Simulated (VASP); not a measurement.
# Rh (P6_3/mmc) in VASP: a series of runs

Runs on Rh. Level: PBE. Tasks: single point.

All numbers are computed with VASP 6.6.1; they aren't measurements. Logs are shortened: lines on timing, memory, paths and dates and some standing lists are left out, and cuts for length are marked.

**1. The cell of the first run**

It takes space group P6_3/mmc (No. 194, hexagonal). Conventional cell: a = 2.643 Å, b = 2.643 Å, c = 4.736 Å, α = 90.00°, β = 90.00°, γ = 120.00°. Rh (site symmetry -6m2) has 12 Rh at 2.64 to 2.82 Å within 3.5 Å.

This isn't the form of Rh at room conditions, which is fcc.

**2. Single point, PBE**

The input, INCAR:

```
PREC = Accurate
ENCUT = 520
EDIFF = 1E-6
ISMEAR = 0
SIGMA = 0.15
LREAL = F
LASPH = T
NELM = 80
ALGO = Fast
ISIF = 2
LWAVE = F
LCHARG = T
GGA = PE
LELF = T
LVHAR = T
NBANDS = 22
```

The input, KPOINTS:

```
regular mesh
0
Gamma
  18 18 10
```

The input, POSCAR:

```
Rh
1.0
    2.6431000000      0.0000000000      0.0000000000
   -1.3215500000      2.2889917447      0.0000000000
    0.0000000000      0.0000000000      4.7359000000
Rh
2
Direct
    0.6666666667      0.3333333333      0.7500000000
    0.3333333333      0.6666666667      0.2500000000
```

Potentials or basis: VASP PAW PBE potentials, release 64 (Rh_pv).

The run is started by

```bash
> cat potpaw_PBE.64/Rh_pv/POTCAR > POTCAR
> mpirun -np 1 vasp_std > vasp.out
```

OUTCAR:

```text
PREC = Accurate
   ENCUT = 520
   EDIFF = 1E-6
   ISMEAR = 0
   LREAL = F
   LASPH = T
   NELM = 80
   ISIF = 2
   GGA = PE

 ion  position               nearest neighbor table
   1  0.667  0.333  0.750-   2 2.82   2 2.82   2 2.82   2 2.82   2 2.82   2 2.82
   2  0.333  0.667  0.250-   1 2.82   1 2.82   1 2.82   1 2.82   1 2.82   1 2.82

  LATTYP: Found a hexagonal cell.
 ALAT       =     2.6431000000
 C/A-ratio  =     1.7917975105

  Lattice vectors:

 A1 = (   2.6431000000,   0.0000000000,   0.0000000000)
 A2 = (  -1.3215500000,   2.2889917447,   0.0000000000)
 A3 = (   0.0000000000,   0.0000000000,   4.7359000000)

Analysis of symmetry for initial positions (statically):
=====================================================================
 Subroutine PRICEL returns:
 Original cell was already a primitive cell.

 Routine SETGRP: Setting up the symmetry group for a
 hexagonal supercell.

 Subroutine GETGRP returns: Found 24 space group operations
 (whereof 12 operations were pure point group operations)
 out of a pool of 24 trial point group operations.

The static configuration has the point symmetry D_3d.
 The point group associated with its full space group is D_6h.

Analysis of symmetry for dynamics (positions and initial velocities):
=====================================================================
 Subroutine PRICEL returns:
 Original cell was already a primitive cell.

 Routine SETGRP: Setting up the symmetry group for a
 hexagonal supercell.

 Subroutine GETGRP returns: Found 24 space group operations
 (whereof 12 operations were pure point group operations)
 out of a pool of 24 trial point group operations.

The dynamic configuration has the point symmetry D_3d.
 The point group associated with its full space group is D_6h.

 Subroutine INISYM returns: Found 24 space group operations
 (whereof 12 operations are pure point group operations),
 and found     1 'primitive' translations

----------------------------------------------------------------------------------------

                                     Primitive cell

  volume of cell :      28.6524

  direct lattice vectors                    reciprocal lattice vectors
     2.643100000  0.000000000  0.000000000     0.378343612  0.218436786  0.000000000
    -1.321550000  2.288991745  0.000000000     0.000000000  0.436873572  0.000000000
     0.000000000  0.000000000  4.735900000     0.000000000  0.000000000  0.211153107

  length of vectors
     2.643100000  2.643100000  4.735900000     0.436873572  0.436873572  0.211153107

  position of ions in fractional coordinates (direct lattice)
     0.666666667  0.333333333  0.750000000
     0.333333333  0.666666667  0.250000000

  ion indices of the primitive-cell ions
   primitive index   ion index
                 1           1
                 2           2

----------------------------------------------------------------------------------------

 KPOINTS: regular mesh

Automatic generation of k-mesh.
 Grid dimensions read from file:
 generate k-points for:   18   18   10

 Generating k-lattice:

  Cartesian coordinates                     Fractional coordinates (reciprocal lattice)
     0.021019090  0.012135377  0.000000000     0.055555556 -0.000000000  0.000000000
     0.000000000  0.024270754  0.000000000     0.000000000  0.055555556  0.000000000
     0.000000000  0.000000000  0.021115311     0.000000000  0.000000000  0.100000000

  Length of vectors
     0.024270754  0.024270754  0.021115311

  Shift w.r.t. Gamma in fractional coordinates (k-lattice)
     0.000000000  0.000000000  0.000000000

 Subroutine IBZKPT returns following result:
 ===========================================

 Found    222 irreducible k-points:

 Following reciprocal coordinates:
            Coordinates               Weight
  0.000000  0.000000  0.000000      1.000000
  0.055556  0.000000  0.000000      6.000000
  0.111111  0.000000  0.000000      6.000000
  0.166667  0.000000  0.000000      6.000000
  0.222222  0.000000  0.000000      6.000000
  0.277778  0.000000  0.000000      6.000000
[... 16 lines left out ...]
  0.333333  0.111111  0.000000     12.000000
  0.388889  0.111111  0.000000     12.000000
 [... further k-points ...]
   k-points           NKPTS =    222   k-points in BZ     NKDIM =    222   number of bands    NBANDS=     22
   number of dos      NEDOS =    301   number of ions     NIONS =      2
   total plane-waves  NPLWV =  14400
   dimension x,y,z NGX =    20 NGY =   20 NGZ =   36
   dimension x,y,z NGXF=    40 NGYF=   40 NGZF=   72
   ions per type =               2
   NGX,Y,Z   is equivalent  to a cutoff of  12.58, 12.58, 12.64 a.u.
   NGXF,Y,Z  is equivalent  to a cutoff of  25.16, 25.16, 25.27 a.u.
 SYSTEM =  unknown system
   PREC   = accura    normal or accurate (medium, high low for compatibility)
   ISTART =      0    job   : 0-new  1-cont  2-samecut
   ICHARG =      2    charge: 1-file 2-atom 10-const
   ISPIN  =      1    spin polarized calculation?
   LNONCOLLINEAR =      F non collinear calculations
   LSORBIT =      F    spin-orbit coupling
   LASPH  =      T    aspherical Exc in radial PAW
   ENCUT  =  520.0 eV  38.22 Ry    6.18 a.u.   4.91  4.91  8.81*2*pi/ulx,y,z
   NELM   =     80;   NELMIN=  2; NELMDL= -5     # of ELM steps
   EDIFF  = 0.1E-05   stopping-criterion for ELM
   LREAL  =      F    real-space projection
   EDIFFG = 0.1E-04   stopping-criterion for IOM
   NSW    =      0    number of steps for IOM
   IBRION =     -1    ionic relax: 0-MD 1-quasi-New 2-CG
   NFREE  =      0    steps in history (QN), initial steepest desc. (CG)
   ISIF   =      2    stress and relaxation
   ISYM   =      2    0-nonsym 1-usesym 2-fastsym
   POTIM  = 0.5000    time-step for ionic-motion
   TEBEG  =    0.0;   TEEND  =   0.0 temperature during run
   PSTRESS=    0.0 pullay stress
   NELECT =      30.0000    total number of electrons
   NUPDOWN=      -1.0000    fix difference up-down
   EMIN   =  10.00;   EMAX   =-10.00  energy-range for DOS
   EFERMI =   0.00;   METHOD = LEGACY
   ISMEAR =     0;   SIGMA  =   0.15  broadening in eV -4-tet -1-fermi 0-gaus
   EFERMI_NEDOS =   21; number of points for ismear=-14 and -15
   IALGO  =     68    algorithm
   IMIX   =      4    mixing-type and parameters
     AMIX     =   0.40;   BMIX     =  1.00
     AMIX_MAG =   1.60;   BMIX_MAG =  1.00
  volume/ion in A,a.u.               =      14.33        96.68
  Fermi-wavevector in a.u.,A,eV,Ry     =   1.662373  3.141429 37.599481  2.763484
  Thomas-Fermi vector in A             =   2.749275
   LORBIT       =      0    0 simple, 1 ext, 2 COOP (PROOUT), +10 PAW based schemes
   GGA     = PE    functional components
   LHFCALC =     F    Hartree Fock is set to
   AEXX    =    0.0000 exact exchange contribution
   IVDW    =     0    specifies the selected vdW correction
   LEPSILON=     F    determine dielectric tensor
   LRPA    =     F    only Hartree local field effects (RPA)
 non-spin polarized calculation
 RMM-DIIS sequential band-by-band and
 Gauss-broadening in eV      SIGMA  =   0.15
  energy-cutoff  :      520.00
  volume of cell :       28.65
 maximum number of plane-waves:       792
 NGX is ok and might be reduce to    20
   NGX =  9   NGY =  9   NGZ = 17

 number of electron      29.9999992 magnetization

 Free energy of the ion-electron system (eV)
  ---------------------------------------------------
  ext. energy  EPLUGINS =         0.00000000
  ---------------------------------------------------
  free energy    TOTEN  =       -14.29642702 eV

  energy without entropy =      -14.25836727  energy(sigma->0) =      -14.27739715

 E-fermi :  11.1696     XC(G=0): -13.7557

 val. band max:       11.1662745482   @ k =   0.3889   0.0000   0.2000
 cond. band min:      11.1815906146   @ k =   0.2778   0.0556   0.5000
 fundamental gap:      0.0153160663
 Fermi energy:        11.1696119620

 k-point     1 :       0.0000    0.0000    0.0000
  band No.  band energies     occupation
      1     -35.6080      2.00000
      2     -35.1563      2.00000
      3     -35.1563      2.00000
      4     -35.1216      2.00000
      5     -35.1061      2.00000
      6     -35.1061      2.00000
[... 14 lines left out ...]
     21      27.7584      0.00000
     22      29.8134      0.00000

 k-point     2 :       0.0556    0.0000    0.0000
  band No.  band energies     occupation
      1     -35.6020      2.00000
      2     -35.1767      2.00000
      3     -35.1620      2.00000
      4     -35.1267      2.00000
      5     -35.1222      2.00000
      6     -35.1101      2.00000
[... 14 lines left out ...]
     21      27.9369      0.00000
     22      29.9559      0.00000

 k-point     3 :       0.1111    0.0000    0.0000
  band No.  band energies     occupation
      1     -35.5842      2.00000
      2     -35.2350      2.00000
      3     -35.1857      2.00000
      4     -35.1779      2.00000
      5     -35.1241      2.00000
      6     -35.1219      2.00000
[... 14 lines left out ...]
     21      28.4355      0.00000
     22      30.2024      0.00000

 k-point     4 :       0.1667    0.0000    0.0000
  band No.  band energies     occupation
      1     -35.5562      2.00000
      2     -35.3242      2.00000
      3     -35.2749      2.00000
      4     -35.2021      2.00000
      5     -35.1402      2.00000
      6     -35.1279      2.00000
[... 14 lines left out ...]
     21      29.0717      0.00000
     22      30.3562      0.00000

 k-point     5 :       0.2222    0.0000    0.0000
  band No.  band energies     occupation
      1     -35.5199      2.00000
      2     -35.4332      2.00000
      3     -35.3827      2.00000
      4     -35.2312      2.00000
      5     -35.1628      2.00000
      6     -35.1343      2.00000
[... 14 lines left out ...]
     21      28.9113      0.00000
     22      29.9504      0.00000

 k-point     6 :       0.2778    0.0000    0.0000
  band No.  band energies     occupation
      1     -35.5486      2.00000
      2     -35.4955      2.00000
      3     -35.4784      2.00000
      4     -35.2618      2.00000
      5     -35.1872      2.00000
      6     -35.1439      2.00000
[... 14 lines left out ...]
     21      27.8429      0.00000
     22      28.5917      0.00000

 k-point     7 :       0.3333    0.0000    0.0000
  band No.  band energies     occupation
      1     -35.6565      2.00000
      2     -35.5997      2.00000
      3     -35.4352      2.00000
      4     -35.2902      2.00000
      5     -35.2102      2.00000
      6     -35.1572      2.00000
[... 324 lines left out ...]
      6     -35.1373      2.00000
[... 14 lines left out ...]
     21      27.5064      0.00000
     22      29.0353      0.00000

 k-point    21 :       0.2222    0.1111    0.0000
  band No.  band energies     occupation
      1     -35.5527      2.00000
      2     -35.5186      2.00000
      3     -35.4650      2.00000
      4     -35.2860      2.00000
      5     -35.2238      2.00000
      6     -35.1476      2.00000
[... 14 lines left out ...]
     21      26.5386      0.00000
     22      28.0037      0.00000

 k-point    22 :       0.2778    0.1111    0.0000
  band No.  band energies     occupation
      1     -35.6492      2.00000
      2     -35.6039      2.00000
      3     -35.4229      2.00000
      4     -35.3234      2.00000
      5     -35.2525      2.00000
      6     -35.1615      2.00000
[... 14 lines left out ...]
     21      25.5588      0.00000
     22      27.0541      0.00000

 k-point    23 :       0.3333    0.1111    0.0000
  band No.  band energies     occupation
      1     -35.7274      2.00000
      2     -35.6726      2.00000
      3     -35.3832      2.00000
      4     -35.3539      2.00000
      5     -35.2759      2.00000
      6     -35.1782      2.00000
[... 14 lines left out ...]
     21      24.6818      0.00000
     22      26.1746      0.00000

 k-point    24 :       0.3889    0.1111    0.0000
  band No.  band energies     occupation
      1     -35.7782      2.00000
      2     -35.7173      2.00000
      3     -35.3737      2.00000
      4     -35.3520      2.00000
      5     -35.2911      2.00000
      6     -35.1944      2.00000
[... 14 lines left out ...]
     21      24.0323      0.00000
     22      25.4202      0.00000

 [... further k-points ...]

------------------------ aborting loop because EDIFF is reached ----------------------------------------

  FORCE on cell =-STRESS in cart. coord.  units (eV):
  Direction    XX          YY          ZZ          XY          YZ          ZX
  --------------------------------------------------------------------------------------
  -------------------------------------------------------------------------------------
  Total        1.3648342      1.3648342     -3.3134599     -0.0000000     -0.0000000      0.0000000
  in kB       76.3185518     76.3185518   -185.2814553     -0.0000000     -0.0000000      0.0000000
  external PRESSURE =     -10.8814505 kB  Pullay stress =       0.0000000 kB

 VOLUME and BASIS-vectors are now :
 -----------------------------------------------------------------------------
  energy-cutoff  :      520.00
  volume of cell :       28.65
      direct lattice vectors                 reciprocal lattice vectors
     2.643100000  0.000000000  0.000000000     0.378343612  0.218436786  0.000000000
    -1.321550000  2.288991745  0.000000000     0.000000000  0.436873572  0.000000000
     0.000000000  0.000000000  4.735900000     0.000000000  0.000000000  0.211153107

 POSITION                                       TOTAL-FORCE (eV/Angst)
 -----------------------------------------------------------------------------------
      1.32155      0.76300      3.55192         0.000000      0.000000      0.000000
     -0.00000      1.52599      1.18397        -0.000000      0.000000      0.000000
 -----------------------------------------------------------------------------------
    total drift:                               -0.000000      0.000000     -0.000000

  FREE ENERGIE OF THE ION-ELECTRON SYSTEM (eV)
  ---------------------------------------------------
  free  energy   TOTEN  =       -14.2964270168 eV

  energy  without entropy=      -14.2583672737  energy(sigma->0) =      -14.27739715
```

Wall time 1.8 min (1 thread of Intel Xeon 8259CL, shared host); peak memory 0.22 GiB.

What came out:

* Free energy: -14.2964 eV
* Pressure: -1.1 GPa
* Band gap on the k mesh: zero (bands 15 and 16 overlap by 2.48 eV)

Stress tensor (GPa, compression positive):
```
  7.63   0.00   0.00
  0.00   7.63   0.00
  0.00   0.00 -18.53
```

Levels at points of the mesh, in eV from the Fermi level:
```csv
k point,band 12,band 13,band 14,band 15,band 16,band 17,band 18,band 19
"(0.00, 0.00, 0.00)",-2.47,-2.47,-1.06,-1.06,-0.04,0.27,0.27,6.86
"(0.50, 0.00, 0.00)",-2.28,-1.59,0.38,0.93,1.09,3.19,5.29,9.79
"(0.00, 0.00, 0.50)",-2.76,-2.76,-2.76,-0.23,-0.23,-0.23,-0.23,12.97
"(0.50, 0.00, 0.50)",-1.16,-0.19,-0.19,1.02,1.02,2.79,2.79,9.35
```

(Part 1 of 2 ends here.)
